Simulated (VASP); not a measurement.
# AgCl in VASP: single point with PBE

Aim: the single point of AgCl with PBE.

All numbers are computed with VASP 6.6.1; they aren't measurements. Logs are shortened: lines on timing, memory, paths and dates and some standing lists are left out, and cuts for length are marked.

**1. The cell of the first run**

The cell holds a slab with vacuum, 16 atoms: a = 7.937 Å, b = 5.612 Å, c = 21.952 Å, α = 90.00°, β = 90.00°, γ = 90.00°.

**2. Single point, PBE**

Input file INCAR:

```
SYSTEM = AgCl
PREC = Accurate ; ENCUT = 520
EDIFF = 1E-6 ; ISMEAR = 0
SIGMA = 0.05 ; LREAL = Auto
LASPH = .TRUE. ; NELM = 80
ALGO = Normal ; ISIF = 2
LWAVE = .FALSE. ; LCHARG = .TRUE.
LDIPOL = .TRUE. ; IDIPOL = 3
DIPOL = 0.5 0.5 0.500 ; GGA = PE
LELF = .TRUE. ; LVHAR = .TRUE.
LVACPOTAV = .TRUE. ; NBANDS = 86
```

Input file KPOINTS:

```
regular mesh
0
G
  2 3 1
  0 0 0
```

Input file POSCAR:

```
AgCl
1.0
    7.9366307866      0.0000000000      0.0000000000
    0.0000000000      5.6120454490      0.0000000000
    0.0000000000      0.0000000000     21.9524730900
Ag Cl
8 8
Direct
    0.2500000000      0.0000000000      0.3644236331
    0.7500000000      0.0000000000      0.3644236331
    0.5000000000      0.5000000000      0.4548078777
    0.0000000000      0.5000000000      0.4548078777
    0.7500000000      0.0000000000      0.5530471578
    0.2500000000      0.0000000000      0.5530471578
    0.0000000000      0.5000000000      0.6274629620
    0.5000000000      0.5000000000      0.6274629620
    0.2500000000      0.5000000000      0.3644236331
    0.7500000000      0.5000000000      0.3644236331
    0.5000000000      0.0000000000      0.4548078777
    0.0000000000      0.0000000000      0.4548078777
    0.7500000000      0.5000000000      0.5466916843
    0.2500000000      0.5000000000      0.5466916843
    0.0000000000      0.0000000000      0.6372389694
    0.5000000000      0.0000000000      0.6372389694
```

Potentials or basis: VASP PAW PBE potentials, release 64 (Ag, Cl).

On the command line:

```console
$ cat potpaw_PBE.64/Ag/POTCAR potpaw_PBE.64/Cl/POTCAR > POTCAR
$ mpirun -np 1 vasp_std > vasp.out
```

OUTCAR:

```text
SYSTEM = AgCl
   PREC = Accurate
   ENCUT = 520
   EDIFF = 1E-6
   ISMEAR = 0
   LREAL = Auto
   LASPH = .TRUE.
   NELM = 80
   ISIF = 2
   GGA = PE

 ion  position               nearest neighbor table
   1  0.250  0.000  0.364-   9 2.81   9 2.81  12 2.81  11 2.81
   2  0.750  0.000  0.364-  10 2.81  10 2.81  12 2.81  11 2.81
   3  0.500  0.500  0.455-  11 2.81  11 2.81   9 2.81  10 2.81  14 2.83  13 2.83
   4  0.000  0.500  0.455-  12 2.81  12 2.81   9 2.81  10 2.81  14 2.83  13 2.83
   5  0.750  0.000  0.553-  15 2.71  16 2.71  13 2.81  13 2.81  11 2.93  12 2.93
   6  0.250  0.000  0.553-  15 2.71  16 2.71  14 2.81  14 2.81  11 2.93  12 2.93
   7  0.000  0.500  0.627-  13 2.66  14 2.66  15 2.81  15 2.81
   8  0.500  0.500  0.627-  13 2.66  14 2.66  16 2.81  16 2.81
   9  0.250  0.500  0.364-   1 2.81   1 2.81   4 2.81   3 2.81
  10  0.750  0.500  0.364-   2 2.81   2 2.81   4 2.81   3 2.81
  11  0.500  0.000  0.455-   3 2.81   3 2.81   1 2.81   2 2.81   6 2.93   5 2.93
  12  0.000  0.000  0.455-   4 2.81   4 2.81   1 2.81   2 2.81   6 2.93   5 2.93
  13  0.750  0.500  0.547-   7 2.66   8 2.66   5 2.81   5 2.81   3 2.83   4 2.83
  14  0.250  0.500  0.547-   7 2.66   8 2.66   6 2.81   6 2.81   3 2.83   4 2.83
  15  0.000  0.000  0.637-   5 2.71   6 2.71   7 2.81   7 2.81
  16  0.500  0.000  0.637-   5 2.71   6 2.71   8 2.81   8 2.81

  LATTYP: Found a simple orthorhombic cell.
 ALAT       =     5.6120454490
 B/A-ratio  =     1.4142135624
 C/A-ratio  =     3.9116705824

  Lattice vectors:

 A1 = (   0.0000000000,  -5.6120454490,   0.0000000000)
 A2 = (   7.9366307866,   0.0000000000,   0.0000000000)
 A3 = (   0.0000000000,   0.0000000000,  21.9524730900)

Analysis of symmetry for initial positions (statically):
=====================================================================
 Subroutine PRICEL returns following result:

  LATTYP: Found a simple orthorhombic cell.
 ALAT       =     3.9683153933
 B/A-ratio  =     1.4142135624
 C/A-ratio  =     5.5319375892

  Lattice vectors:

 A1 = (   3.9683153933,   0.0000000000,   0.0000000000)
 A2 = (   0.0000000000,   5.6120454490,   0.0000000000)
 A3 = (   0.0000000000,   0.0000000000,  21.9524730900)

   2 primitive cells build up your supercell.

 Routine SETGRP: Setting up the symmetry group for a
 simple orthorhombic supercell.

 Subroutine GETGRP returns: Found  4 space group operations
 (whereof  4 operations were pure point group operations)
 out of a pool of  8 trial point group operations.

The static configuration has the point symmetry C_2v.

Analysis of symmetry for dynamics (positions and initial velocities):
=====================================================================
 Subroutine PRICEL returns following result:

  LATTYP: Found a simple orthorhombic cell.
 ALAT       =     3.9683153933
 B/A-ratio  =     1.4142135624
 C/A-ratio  =     5.5319375892

  Lattice vectors:

 A1 = (   3.9683153933,   0.0000000000,   0.0000000000)
 A2 = (   0.0000000000,   5.6120454490,   0.0000000000)
 A3 = (   0.0000000000,   0.0000000000,  21.9524730900)

   2 primitive cells build up your supercell.

 Routine SETGRP: Setting up the symmetry group for a
 simple orthorhombic supercell.

 Subroutine GETGRP returns: Found  4 space group operations
 (whereof  4 operations were pure point group operations)
 out of a pool of  8 trial point group operations.

The dynamic configuration has the point symmetry C_2v.

 Subroutine INISYM returns: Found  4 space group operations
 (whereof  4 operations are pure point group operations),
 and found     2 'primitive' translations

----------------------------------------------------------------------------------------

                                     Primitive cell

  volume of cell :     488.8896

  direct lattice vectors                    reciprocal lattice vectors
     3.968315393  0.000000000  0.000000000     0.251996099  0.000000000  0.000000000
     0.000000000  5.612045449  0.000000000     0.000000000  0.178188151  0.000000000
     0.000000000  0.000000000 21.952473090     0.000000000  0.000000000  0.045552954

  length of vectors
     3.968315393  5.612045449 21.952473090     0.251996099  0.178188151  0.045552954

  position of ions in fractional coordinates (direct lattice)
     0.500000000  0.000000000  0.364423633
     1.000000000  0.500000000  0.454807878
     0.500000000  0.000000000  0.553047158
     0.000000000  0.500000000  0.627462962
     0.500000000  0.500000000  0.364423633
     1.000000000  0.000000000  0.454807878
     0.500000000  0.500000000  0.546691684
     0.000000000  0.000000000  0.637238969

  ion indices of the primitive-cell ions
   primitive index   ion index
                 1           1
                 2           3
                 3           6
                 4           7
                 5           9
                 6          11
                 7          14
                 8          15

----------------------------------------------------------------------------------------

 KPOINTS: regular mesh

Automatic generation of k-mesh.
 Grid dimensions read from file:
 generate k-points for:    2    3    1

 Generating k-lattice:

  Cartesian coordinates                     Fractional coordinates (reciprocal lattice)
     0.062999025  0.000000000  0.000000000     0.500000000  0.000000000  0.000000000
     0.000000000  0.059396050  0.000000000     0.000000000  0.333333333  0.000000000
     0.000000000  0.000000000  0.045552954     0.000000000  0.000000000  1.000000000

  Length of vectors
     0.062999025  0.059396050  0.045552954

  Shift w.r.t. Gamma in fractional coordinates (k-lattice)
     0.000000000  0.000000000  0.000000000

 Subroutine IBZKPT returns following result:
 ===========================================

 Found      4 irreducible k-points:

 Following reciprocal coordinates:
            Coordinates               Weight
  0.000000  0.000000  0.000000      1.000000
  0.500000  0.000000  0.000000      1.000000
  0.000000  0.333333  0.000000      2.000000
  0.500000  0.333333  0.000000      2.000000
   k-points           NKPTS =      4   k-points in BZ     NKDIM =      4   number of bands    NBANDS=     86
   number of dos      NEDOS =    301   number of ions     NIONS =     16
   total plane-waves  NPLWV = 423360
   dimension x,y,z NGX =    60 NGY =   42 NGZ =  168
   dimension x,y,z NGXF=   120 NGYF=   84 NGZF=  336
   ions per type =               8   8
   NGX,Y,Z   is equivalent  to a cutoff of  12.57, 12.44, 12.72 a.u.
   NGXF,Y,Z  is equivalent  to a cutoff of  25.14, 24.88, 25.45 a.u.
 SYSTEM =  AgCl
   PREC   = accura    normal or accurate (medium, high low for compatibility)
   ISTART =      0    job   : 0-new  1-cont  2-samecut
   ICHARG =      2    charge: 1-file 2-atom 10-const
   ISPIN  =      1    spin polarized calculation?
   LNONCOLLINEAR =      F non collinear calculations
   LSORBIT =      F    spin-orbit coupling
   LASPH  =      T    aspherical Exc in radial PAW
   ENCUT  =  520.0 eV  38.22 Ry    6.18 a.u.  14.76 10.43 40.82*2*pi/ulx,y,z
   NELM   =     80;   NELMIN=  2; NELMDL= -5     # of ELM steps
   EDIFF  = 0.1E-05   stopping-criterion for ELM
   LREAL  =      T    real-space projection
   EDIFFG = 0.1E-04   stopping-criterion for IOM
   NSW    =      0    number of steps for IOM
   IBRION =     -1    ionic relax: 0-MD 1-quasi-New 2-CG
   NFREE  =      0    steps in history (QN), initial steepest desc. (CG)
   ISIF   =      2    stress and relaxation
   ISYM   =      2    0-nonsym 1-usesym 2-fastsym
   POTIM  = 0.5000    time-step for ionic-motion
   TEBEG  =    0.0;   TEEND  =   0.0 temperature during run
   PSTRESS=    0.0 pullay stress
   NELECT =     144.0000    total number of electrons
   NUPDOWN=      -1.0000    fix difference up-down
   EMIN   =  10.00;   EMAX   =-10.00  energy-range for DOS
   EFERMI =   0.00;   METHOD = LEGACY
   ISMEAR =     0;   SIGMA  =   0.05  broadening in eV -4-tet -1-fermi 0-gaus
   EFERMI_NEDOS =   21; number of points for ismear=-14 and -15
   IALGO  =     38    algorithm
   IMIX   =      4    mixing-type and parameters
     AMIX     =   0.40;   BMIX     =  1.00
     AMIX_MAG =   1.60;   BMIX_MAG =  1.00
  volume/ion in A,a.u.               =      61.11       412.40
  Fermi-wavevector in a.u.,A,eV,Ry     =   0.864534  1.633732 10.169252  0.747419
  Thomas-Fermi vector in A             =   1.982645
   LORBIT       =      0    0 simple, 1 ext, 2 COOP (PROOUT), +10 PAW based schemes
   GGA     = PE    functional components
   LHFCALC =     F    Hartree Fock is set to
   AEXX    =    0.0000 exact exchange contribution
   IVDW    =     0    specifies the selected vdW correction
   LEPSILON=     F    determine dielectric tensor
   LRPA    =     F    only Hartree local field effects (RPA)
 non-spin polarized calculation
 Gauss-broadening in eV      SIGMA  =   0.05
  energy-cutoff  :      520.00
  volume of cell :      977.78
 maximum number of plane-waves:     26402
 NGX is ok and might be reduce to    60
   NGX = 29   NGY = 21   NGZ = 81

 number of electron     143.9999963 magnetization

 dipolmoment           0.000000      0.000000      0.031852 electrons x Angstroem

 Free energy of the ion-electron system (eV)
  ---------------------------------------------------
  ext. energy  EPLUGINS =         0.00000000
  ---------------------------------------------------
  free energy    TOTEN  =       -41.63031222 eV

  energy without entropy =      -41.63031222  energy(sigma->0) =      -41.63031222

 E-fermi :  -2.2654     XC(G=0):  -4.1256

 val. band max:       -2.5494805440   @ k =   0.0000   0.3333   0.0000
 cond. band min:      -1.3175764332   @ k =   0.0000   0.0000   0.0000
 fundamental gap:      1.2319041108
 Fermi energy:        -2.2653734488

 k-point     1 :       0.0000    0.0000    0.0000
  band No.  band energies     occupation
      1     -17.2354      2.00000
      2     -17.0865      2.00000
      3     -16.7938      2.00000
      4     -16.6953      2.00000
      5     -16.4234      2.00000
      6     -16.3449      2.00000
[... 76 lines left out ...]
     83       3.0658      0.00000
     84       3.1631      0.00000

 k-point     2 :       0.5000    0.0000    0.0000
  band No.  band energies     occupation
      1     -17.1623      2.00000
      2     -17.1623      2.00000
      3     -16.7456      2.00000
      4     -16.7456      2.00000
      5     -16.3842      2.00000
      6     -16.3842      2.00000
[... 76 lines left out ...]
     83       3.4768      0.00000
     84       3.4768      0.00000

 k-point     3 :       0.0000    0.3333    0.0000
  band No.  band energies     occupation
      1     -17.1863      2.00000
      2     -17.0654      2.00000
      3     -16.7794      2.00000
      4     -16.6724      2.00000
      5     -16.4097      2.00000
      6     -16.3202      2.00000
[... 76 lines left out ...]
     83       2.7784      0.00000
     84       2.9815      0.00000

 k-point     4 :       0.5000    0.3333    0.0000
  band No.  band energies     occupation
      1     -17.1264      2.00000
      2     -17.1264      2.00000
      3     -16.7266      2.00000
      4     -16.7266      2.00000
      5     -16.3657      2.00000
      6     -16.3657      2.00000
[... 76 lines left out ...]
     83       3.7200      0.00000
     84       3.7200      0.00000
 [bands above 84 left out]

------------------------ aborting loop because EDIFF is reached ----------------------------------------

  FORCE on cell =-STRESS in cart. coord.  units (eV):
  Direction    XX          YY          ZZ          XY          YZ          ZX
  --------------------------------------------------------------------------------------
  -------------------------------------------------------------------------------------
  Total        0.3703679     -9.8015059     -2.0756819      0.0000000      0.0000000      0.0000000
  in kB        0.6068804    -16.0606300     -3.4011875      0.0000000      0.0000000      0.0000000
  external PRESSURE =      -6.2849790 kB  Pullay stress =       0.0000000 kB

 VOLUME and BASIS-vectors are now :
 -----------------------------------------------------------------------------
  energy-cutoff  :      520.00
  volume of cell :      977.78
      direct lattice vectors                 reciprocal lattice vectors
     7.936630787  0.000000000  0.000000000     0.125998050  0.000000000  0.000000000
     0.000000000  5.612045449  0.000000000     0.000000000  0.178188151  0.000000000
     0.000000000  0.000000000 21.952473090     0.000000000  0.000000000  0.045552954

 POSITION                                       TOTAL-FORCE (eV/Angst)
 -----------------------------------------------------------------------------------
      1.98416      0.00000      8.00000        -0.000000     -0.000000      0.397549
      5.95247      0.00000      8.00000         0.000000     -0.000000      0.397549
      3.96832      2.80602      9.98416        -0.000000      0.000000     -0.305069
      0.00000      2.80602      9.98416        -0.000000      0.000000     -0.305069
      5.95247      0.00000     12.14075        -0.000000     -0.000000      0.005715
      1.98416      0.00000     12.14075        -0.000000     -0.000000      0.005715
[... 8 lines left out ...]
      0.00000      0.00000     13.98897        -0.000000      0.000000     -0.010851
      3.96832      0.00000     13.98897        -0.000000      0.000000     -0.010851
 -----------------------------------------------------------------------------------
    total drift:                                0.000000      0.000000      0.002851

  FREE ENERGIE OF THE ION-ELECTRON SYSTEM (eV)
  ---------------------------------------------------
  free  energy   TOTEN  =       -41.6303122245 eV

  energy  without entropy=      -41.6303122245  energy(sigma->0) =      -41.63031222

 vacuum level on the upper side and lower side of the slab         3.264         3.135
```

It took 6.4 min on 1 thread of Intel Xeon 6975P-C (Granite Rapids), shared host; peak memory 0.87 GiB.

What came out:

* Free energy: -41.6303 eV
* Largest force: 0.398 eV/Å
* Band gap on the k mesh: 1.23 eV

Forces on the atoms (eV/Å):
```
Ag   0.000  0.000  0.398
Ag   0.000  0.000  0.398
Ag   0.000  0.000 -0.305
Ag   0.000  0.000 -0.305
Ag   0.000  0.000  0.006
Ag   0.000  0.000  0.006
Ag   0.000  0.000 -0.005
Ag   0.000  0.000 -0.005
Cl   0.000  0.000  0.052
Cl   0.000  0.000  0.052
Cl   0.000  0.000 -0.131
Cl   0.000  0.000 -0.131
Cl   0.000  0.000 -0.003
Cl   0.000  0.000 -0.003
Cl   0.000  0.000 -0.011
Cl   0.000  0.000 -0.011
```

Levels at points of the mesh, in eV from the valence-band top:
```csv
k point,band 69,band 70,band 71,band 72,band 73,band 74,band 75,band 76
"(0.00, 0.00, 0.00)",-0.30,-0.28,-0.21,-0.01,1.23,1.90,2.79,2.85
"(0.50, 0.00, 0.00)",-0.53,-0.53,-0.43,-0.43,2.21,2.21,2.53,2.53
```
